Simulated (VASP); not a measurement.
# CdSe (F-43m) in VASP: settings compared

The runs below take CdSe through single point, with BLYP, PBE, revPBE, r2SCAN.

All numbers are computed with VASP 6.6.1; they aren't measurements. Logs are shortened: lines on timing, memory, paths and dates and some standing lists are left out, and cuts for length are marked.

## Step 1: The cell of the first run

It takes space group F-43m (No. 216, cubic). Conventional cell: a = 6.141 Å, b = 6.141 Å, c = 6.141 Å, α = 90.00°, β = 90.00°, γ = 90.00°. Cd (site symmetry -43m) has 4 Se at 2.66 Å within 3.5 Å. Within 3.5 Å of Se (site symmetry -43m) lie 4 Cd at 2.66 Å.

## Step 2: Single point, BLYP

INCAR reads:

```
PREC     = Accurate       # precision mode
ENCUT    = 520            # plane-wave cutoff, eV
EDIFF    = 1E-6           # SCF threshold, eV
ISMEAR   = -1             # smearing method
SIGMA    = 0.05           # smearing width, eV
LREAL    = False          # projectors in reciprocal space
LASPH    = True           # aspherical terms in the spheres
NELM     = 80             # most SCF steps
ALGO     = Normal         # electronic algorithm
ISIF     = 2              # what is computed and relaxed
LWAVE    = False          # write WAVECAR
LCHARG   = False          # write CHGCAR
GGA      = B5             # functional
ALDAX    = 1.0          
AGGAX    = 1.0          
AGGAC    = 1.0          
ALDAC    = 0.0          
NBANDS   = 16             # bands
```

KPOINTS reads:

```
regular mesh
0
Gamma
  8 8 8
```

POSCAR reads:

```
CdSe
1.0
    0.0000000000      3.0702711986      3.0702711986
    3.0702711986      0.0000000000      3.0702711986
    3.0702711986      3.0702711986      0.0000000000
Cd Se
1 1
Direct
    0.0000000000      0.0000000000      0.0000000000
    0.2500000000      0.2500000000      0.2500000000
```

Potentials or basis: VASP PAW PBE potentials, release 64 (Cd, Se).

Command:

```sh
> cat potpaw_PBE.64/Cd/POTCAR potpaw_PBE.64/Se/POTCAR > POTCAR
> mpirun -np 1 vasp_std > vasp.out
```

OUTCAR:

```text
PREC = Accurate
   ENCUT = 520
   EDIFF = 1E-6
   ISMEAR = -1
   LREAL = False
   LASPH = True
   NELM = 80
   ISIF = 2
   GGA = B5

 ion  position               nearest neighbor table
   1  0.000  0.000  0.000-   2 2.66   2 2.66   2 2.66   2 2.66
   2  0.250  0.250  0.250-   1 2.66   1 2.66   1 2.66   1 2.66

  LATTYP: Found a face centered cubic cell.
 ALAT       =     6.1405423972

  Lattice vectors:

 A1 = (   0.0000000000,   3.0702711986,   3.0702711986)
 A2 = (   3.0702711986,   0.0000000000,   3.0702711986)
 A3 = (   3.0702711986,   3.0702711986,   0.0000000000)

Analysis of symmetry for initial positions (statically):
=====================================================================
 Subroutine PRICEL returns:
 Original cell was already a primitive cell.

 Routine SETGRP: Setting up the symmetry group for a
 face centered cubic supercell.

 Subroutine GETGRP returns: Found 24 space group operations
 (whereof 24 operations were pure point group operations)
 out of a pool of 48 trial point group operations.

The static configuration has the point symmetry T_d .

Analysis of symmetry for dynamics (positions and initial velocities):
=====================================================================
 Subroutine PRICEL returns:
 Original cell was already a primitive cell.

 Routine SETGRP: Setting up the symmetry group for a
 face centered cubic supercell.

 Subroutine GETGRP returns: Found 24 space group operations
 (whereof 24 operations were pure point group operations)
 out of a pool of 48 trial point group operations.

The dynamic configuration has the point symmetry T_d .

 Subroutine INISYM returns: Found 24 space group operations
 (whereof 24 operations are pure point group operations),
 and found     1 'primitive' translations

----------------------------------------------------------------------------------------

                                     Primitive cell

  volume of cell :      57.8842

  direct lattice vectors                    reciprocal lattice vectors
     0.000000000  3.070271199  3.070271199    -0.162852063  0.162852063  0.162852063
     3.070271199  0.000000000  3.070271199     0.162852063 -0.162852063  0.162852063
     3.070271199  3.070271199  0.000000000     0.162852063  0.162852063 -0.162852063

  length of vectors
     4.342019169  4.342019169  4.342019169     0.282068048  0.282068048  0.282068048

  position of ions in fractional coordinates (direct lattice)
     0.000000000  0.000000000  0.000000000
     0.250000000  0.250000000  0.250000000

  ion indices of the primitive-cell ions
   primitive index   ion index
                 1           1
                 2           2

----------------------------------------------------------------------------------------

 KPOINTS: regular mesh

Automatic generation of k-mesh.
 Grid dimensions read from file:
 generate k-points for:    8    8    8

 Generating k-lattice:

  Cartesian coordinates                     Fractional coordinates (reciprocal lattice)
    -0.020356508  0.020356508  0.020356508     0.125000000  0.000000000  0.000000000
     0.020356508 -0.020356508  0.020356508     0.000000000  0.125000000  0.000000000
     0.020356508  0.020356508 -0.020356508     0.000000000  0.000000000  0.125000000

  Length of vectors
     0.035258506  0.035258506  0.035258506

  Shift w.r.t. Gamma in fractional coordinates (k-lattice)
     0.000000000  0.000000000  0.000000000

 Subroutine IBZKPT returns following result:
 ===========================================

 Found     29 irreducible k-points:

 Following reciprocal coordinates:
            Coordinates               Weight
  0.000000  0.000000  0.000000      1.000000
  0.125000  0.000000  0.000000      8.000000
  0.250000  0.000000  0.000000      8.000000
  0.375000  0.000000  0.000000      8.000000
  0.500000  0.000000  0.000000      4.000000
  0.125000  0.125000  0.000000      6.000000
[... 16 lines left out ...]
  0.500000  0.250000  0.125000     48.000000
 -0.375000  0.250000  0.125000     24.000000
 [... further k-points ...]
   k-points           NKPTS =     29   k-points in BZ     NKDIM =     29   number of bands    NBANDS=     16
   number of dos      NEDOS =    301   number of ions     NIONS =      2
   total plane-waves  NPLWV =  32768
   dimension x,y,z NGX =    32 NGY =   32 NGZ =   32
   dimension x,y,z NGXF=    64 NGYF=   64 NGZF=   64
   ions per type =               1   1
   NGX,Y,Z   is equivalent  to a cutoff of  12.25, 12.25, 12.25 a.u.
   NGXF,Y,Z  is equivalent  to a cutoff of  24.50, 24.50, 24.50 a.u.
 SYSTEM =  unknown system
   PREC   = accura    normal or accurate (medium, high low for compatibility)
   ISTART =      0    job   : 0-new  1-cont  2-samecut
   ICHARG =      2    charge: 1-file 2-atom 10-const
   ISPIN  =      1    spin polarized calculation?
   LNONCOLLINEAR =      F non collinear calculations
   LSORBIT =      F    spin-orbit coupling
   LASPH  =      T    aspherical Exc in radial PAW
   ENCUT  =  520.0 eV  38.22 Ry    6.18 a.u.   8.07  8.07  8.07*2*pi/ulx,y,z
   NELM   =     80;   NELMIN=  2; NELMDL= -5     # of ELM steps
   EDIFF  = 0.1E-05   stopping-criterion for ELM
   LREAL  =      F    real-space projection
   EDIFFG = 0.1E-04   stopping-criterion for IOM
   NSW    =      0    number of steps for IOM
   IBRION =     -1    ionic relax: 0-MD 1-quasi-New 2-CG
   NFREE  =      0    steps in history (QN), initial steepest desc. (CG)
   ISIF   =      2    stress and relaxation
   ISYM   =      2    0-nonsym 1-usesym 2-fastsym
   POTIM  = 0.5000    time-step for ionic-motion
   TEBEG  =    0.0;   TEEND  =   0.0 temperature during run
   PSTRESS=    0.0 pullay stress
   NELECT =      18.0000    total number of electrons
   NUPDOWN=      -1.0000    fix difference up-down
   EMIN   =  10.00;   EMAX   =-10.00  energy-range for DOS
   EFERMI =   0.00;   METHOD = LEGACY
   ISMEAR =    -1;   SIGMA  =   0.05  broadening in eV -4-tet -1-fermi 0-gaus
   EFERMI_NEDOS =   21; number of points for ismear=-14 and -15
   IALGO  =     38    algorithm
   IMIX   =      4    mixing-type and parameters
     AMIX     =   0.40;   BMIX     =  1.00
     AMIX_MAG =   1.60;   BMIX_MAG =  1.00
  volume/ion in A,a.u.               =      28.94       195.31
  Fermi-wavevector in a.u.,A,eV,Ry     =   1.109121  2.095935 16.737199  1.230149
  Thomas-Fermi vector in A             =   2.245657
   LORBIT       =      0    0 simple, 1 ext, 2 COOP (PROOUT), +10 PAW based schemes
   GGA     = B5    functional components
   LHFCALC =     F    Hartree Fock is set to
   AEXX    =    0.0000 exact exchange contribution
   IVDW    =     0    specifies the selected vdW correction
   LEPSILON=     F    determine dielectric tensor
   LRPA    =     F    only Hartree local field effects (RPA)
 non-spin polarized calculation
  energy-cutoff  :      520.00
  volume of cell :       57.88
 maximum number of plane-waves:      1588
   NGX = 17   NGY = 17   NGZ = 17

 number of electron      18.0000008 magnetization

 Free energy of the ion-electron system (eV)
  ---------------------------------------------------
  ext. energy  EPLUGINS =         0.00000000
  ---------------------------------------------------
  free energy    TOTEN  =        -4.49137898 eV

  energy without entropy =       -4.49134197  energy(sigma->0) =       -4.49136048

 E-fermi :   1.4008     XC(G=0):  -8.2763

 val. band max:        1.1089724792   @ k =   0.0000   0.0000   0.0000
 cond. band min:       1.6119794689   @ k =   0.0000   0.0000   0.0000
 fundamental gap:      0.5030069897
 Fermi energy:         1.4008428746

 k-point     1 :       0.0000    0.0000    0.0000
  band No.  band energies     occupation
      1     -11.3513      2.00000
      2      -6.7887      2.00000
      3      -6.7887      2.00000
      4      -6.7887      2.00000
      5      -6.4506      2.00000
      6      -6.4506      2.00000
[... 8 lines left out ...]
     15      12.2395      0.00000
     16      12.2395      0.00000

 k-point     2 :       0.1250    0.0000    0.0000
  band No.  band energies     occupation
      1     -11.3021      2.00000
      2      -6.7731      2.00000
      3      -6.7731      2.00000
      4      -6.7421      2.00000
      5      -6.4514      2.00000
      6      -6.4514      2.00000
[... 8 lines left out ...]
     15      11.5036      0.00000
     16      11.6140      0.00000

 k-point     3 :       0.2500    0.0000    0.0000
  band No.  band energies     occupation
      1     -11.1822      2.00000
      2      -6.7388      2.00000
      3      -6.7388      2.00000
      4      -6.5876      2.00000
      5      -6.4486      2.00000
      6      -6.4486      2.00000
[... 8 lines left out ...]
     15      11.2614      0.00000
     16      11.3526      0.00000

 k-point     4 :       0.3750    0.0000    0.0000
  band No.  band energies     occupation
      1     -11.0611      2.00000
      2      -6.7117      2.00000
      3      -6.7117      2.00000
      4      -6.4370      2.00000
      5      -6.4370      2.00000
      6      -6.3364      2.00000
[... 8 lines left out ...]
     15      12.0991      0.00000
     16      12.0991      0.00000

 k-point     5 :       0.5000    0.0000    0.0000
  band No.  band energies     occupation
      1     -11.0109      2.00000
      2      -6.7030      2.00000
      3      -6.7030      2.00000
      4      -6.4291      2.00000
      5      -6.4291      2.00000
      6      -6.1796      2.00000
[... 8 lines left out ...]
     15      13.2452      0.00000
     16      13.2452      0.00000

 k-point     6 :       0.1250    0.1250    0.0000
  band No.  band energies     occupation
      1     -11.2858      2.00000
      2      -6.7578      2.00000
      3      -6.7578      2.00000
      4      -6.7469      2.00000
      5      -6.4607      2.00000
      6      -6.4429      2.00000
[... 8 lines left out ...]
     15      12.0822      0.00000
     16      12.3738      0.00000

 k-point     7 :       0.2500    0.1250    0.0000
  band No.  band energies     occupation
      1     -11.1896      2.00000
      2      -6.7344      2.00000
      3      -6.7213      2.00000
      4      -6.6358      2.00000
      5      -6.4617      2.00000
      6      -6.4355      2.00000
[... 8 lines left out ...]
     15      12.1727      0.00000
     16      12.6384      0.00000

 k-point     8 :       0.3750    0.1250    0.0000
  band No.  band energies     occupation
      1     -11.0692      2.00000
      2      -6.7077      2.00000
      3      -6.6903      2.00000
      4      -6.4905      2.00000
      5      -6.4271      2.00000
      6      -6.3708      2.00000
[... 8 lines left out ...]
     15      12.2715      0.00000
     16      12.6869      0.00000

 k-point     9 :       0.5000    0.1250    0.0000
  band No.  band energies     occupation
      1     -10.9957      2.00000
      2      -6.6932      2.00000
      3      -6.6801      2.00000
      4      -6.4533      2.00000
      5      -6.4269      2.00000
      6      -6.1689      2.00000
[... 8 lines left out ...]
     15      12.6246      0.00000
     16      13.2997      0.00000
[... 172 lines left out ...]
 k-point    19 :       0.5000    0.3750    0.0000
  band No.  band energies     occupation
      1     -10.9198      2.00000
      2      -6.6177      2.00000
      3      -6.5720      2.00000
      4      -6.5492      2.00000
      5      -6.4060      2.00000
      6      -6.1264      2.00000
[... 8 lines left out ...]
     15      13.6592      0.00000
     16      14.2421      0.00000

 k-point    20 :      -0.3750    0.3750    0.0000
  band No.  band energies     occupation
      1     -10.9132      2.00000
      2      -6.6395      2.00000
      3      -6.5891      2.00000
      4      -6.5104      2.00000
      5      -6.4239      2.00000
      6      -6.0414      2.00000
[... 8 lines left out ...]
     15      12.6469      0.00000
     16      14.9508      0.00000

 k-point    21 :       0.5000    0.5000    0.0000
  band No.  band energies     occupation
      1     -10.9035      2.00000
      2      -6.6085      2.00000
      3      -6.5520      2.00000
      4      -6.5520      2.00000
      5      -6.3975      2.00000
      6      -6.1184      2.00000
[... 8 lines left out ...]
     15      13.5571      0.00000
     16      14.4381      0.00000

 k-point    22 :       0.3750    0.2500    0.1250
  band No.  band energies     occupation
      1     -11.0935      2.00000
      2      -6.7007      2.00000
      3      -6.6831      2.00000
      4      -6.5420      2.00000
      5      -6.4410      2.00000
      6      -6.4054      2.00000
[... 8 lines left out ...]
     15      12.6473      0.00000
     16      13.8189      0.00000

 k-point    23 :       0.5000    0.2500    0.1250
  band No.  band energies     occupation
      1     -10.9974      2.00000
      2      -6.6747      2.00000
      3      -6.6585      2.00000
      4      -6.4897      2.00000
      5      -6.4304      2.00000
      6      -6.2256      2.00000
[... 8 lines left out ...]
     15      12.9523      0.00000
     16      13.7902      0.00000

 k-point    24 :      -0.3750    0.2500    0.1250
  band No.  band energies     occupation
      1     -10.9578      2.00000
      2      -6.6698      2.00000
      3      -6.6475      2.00000
      4      -6.4675      2.00000
      5      -6.4355      2.00000
      6      -6.0998      2.00000
[... 8 lines left out ...]
     15      12.8179      0.00000
     16      13.7430      0.00000

 [... further k-points ...]
[... 5 lines left out ...]
  --------------------------------------------------------------------------------------
  -------------------------------------------------------------------------------------
  Total        1.5915842      1.5915842      1.5915842      0.0000000      0.0000000      0.0000000
  in kB       44.0534573     44.0534573     44.0534573      0.0000000      0.0000000      0.0000000
  external PRESSURE =      44.0534573 kB  Pullay stress =       0.0000000 kB

 VOLUME and BASIS-vectors are now :
 -----------------------------------------------------------------------------
  energy-cutoff  :      520.00
  volume of cell :       57.88
      direct lattice vectors                 reciprocal lattice vectors
     0.000000000  3.070271199  3.070271199    -0.162852063  0.162852063  0.162852063
     3.070271199  0.000000000  3.070271199     0.162852063 -0.162852063  0.162852063
     3.070271199  3.070271199  0.000000000     0.162852063  0.162852063 -0.162852063

 POSITION                                       TOTAL-FORCE (eV/Angst)
 -----------------------------------------------------------------------------------
      0.00000      0.00000      0.00000         0.000000      0.000000      0.000000
      1.53514      1.53514      1.53514        -0.000000     -0.000000     -0.000000
 -----------------------------------------------------------------------------------
    total drift:                                0.000001      0.000001      0.000001

  FREE ENERGIE OF THE ION-ELECTRON SYSTEM (eV)
  ---------------------------------------------------
  free  energy   TOTEN  =        -4.4913789824 eV

  energy  without entropy=       -4.4913419701  energy(sigma->0) =       -4.49136048
```

Run time: 30 s. Hardware: 1 thread of AMD EPYC 7R43 (Zen 3), shared host; peak memory 0.15 GiB.

What came out:

```yaml
Free_energy: -4.4914 eV
Pressure: 4.4 GPa
Band_gap_on_the_k_mesh: 0.50 eV, direct
```

Caveat: the PAW data sets were made with another functional, which shifts forces and pressure a little.

## Step 3: Single point, PBE

INCAR reads:

```
  ALGO = Normal
  EDIFF = 1E-6
  ENCUT = 520
  GGA = PE
  ISIF = 2
  ISMEAR = 0
  LASPH = True
  LCHARG = True
  LELF = True
  LREAL = False
  LVHAR = True
  LWAVE = False
  NBANDS = 16
  NELM = 80
  PREC = Accurate
  SIGMA = 0.012
```

KPOINTS reads:

```
k-points
0
Gamma
  8 8 8
```

POSCAR is that of step 2.

Potentials or basis: VASP PAW PBE potentials, release 64 (Cd, Se).

Command:

```sh
> cat potpaw_PBE.64/Cd/POTCAR potpaw_PBE.64/Se/POTCAR > POTCAR
> mpirun -np 1 vasp_std > vasp.out
```

It took 20 s on 1 thread of AMD EPYC 7R43 (Zen 3), shared host; peak memory 0.15 GiB.

The run converged. Its results:

| Quantity | Value |
| --- | --- |
| Free energy | -5.4905 eV |
| Pressure | 1.6 GPa |
| Band gap on the k mesh | 0.55 eV, direct |

Levels at points of the mesh, in eV from the valence-band top:
```
           k point  band 5  band 6  band 7  band 8  band 9  band 10  band 11  band 12  band 13  band 14
(0.00, 0.00, 0.00)   -7.50   -7.50    0.00    0.00    0.00     0.55     5.93     5.93     5.93     9.67
(0.50, 0.00, 0.00)   -7.48   -7.22   -4.22   -0.71   -0.71     2.36     6.44     6.44     7.34     9.97
(0.50, 0.50, 0.00)   -7.44   -7.16   -3.95   -1.76   -1.76     3.19     3.73     8.98    10.05    10.05
```

As with any semilocal functional, this PBE gap is likely too small.

## Step 4: Single point, revPBE

This run uses another cell than the first one, of 30.67 Å³/atom, 1.060 times its volume.

INCAR reads:

```
SYSTEM = CdSe
ALGO     = Normal         ! electronic algorithm
EDIFF    = 1E-7           ! SCF threshold, eV
ENCUT    = 520            ! plane-wave cutoff, eV
GGA      = RE             ! functional
ISIF     = 2              ! what is computed and relaxed
ISMEAR   = -1             ! smearing method
LASPH    = .TRUE.         ! aspherical terms in the spheres
LCHARG   = .FALSE.        ! write CHGCAR
LREAL    = .FALSE.        ! projectors in reciprocal space
LWAVE    = .FALSE.        ! write WAVECAR
NBANDS   = 16             ! bands
NELM     = 80             ! most SCF steps
PREC     = Accurate       ! precision mode
SIGMA    = 0.05           ! smearing width, eV
```

KPOINTS reads:

```
k-points
0
G
  8 8 8
  0 0 0
```

POSCAR reads:

```
CdSe
1.0
    0.0000000000      3.1301301443      3.1301301443
    3.1301301443      0.0000000000      3.1301301443
    3.1301301443      3.1301301443      0.0000000000
Cd Se
1 1
Direct
    0.0000000000      0.0000000000      0.0000000000
    0.2500000000      0.2500000000      0.2500000000
```

Command:

```sh
> cat potpaw_PBE.64/Cd/POTCAR potpaw_PBE.64/Se/POTCAR > POTCAR
> mpirun -np 1 vasp_std > vasp.out
```

Run time: 36 s. Hardware: 1 thread of AMD EPYC 7R43 (Zen 3), shared host; peak memory 0.18 GiB.

It converged, with:

```yaml
Free_energy: -4.9470 eV
Pressure: 0.2 GPa
Band_gap_on_the_k_mesh: 0.56 eV, direct
```

Levels at points of the mesh, in eV from the valence-band top:
```csv
k point,band 5,band 6,band 7,band 8,band 9,band 10,band 11,band 12,band 13,band 14
"(0.00, 0.00, 0.00)",-7.40,-7.40,0.00,0.00,0.00,0.56,5.98,5.98,5.98,9.65
"(0.50, 0.00, 0.00)",-7.39,-7.17,-3.87,-0.63,-0.63,2.37,6.48,6.48,7.32,10.01
"(0.50, 0.50, 0.00)",-7.36,-7.11,-3.67,-1.56,-1.56,3.43,3.72,8.89,9.79,9.79
```

Caveat: the PAW data sets were made with another functional, which shifts forces and pressure a little.

(Continued in part 2 of 2.)
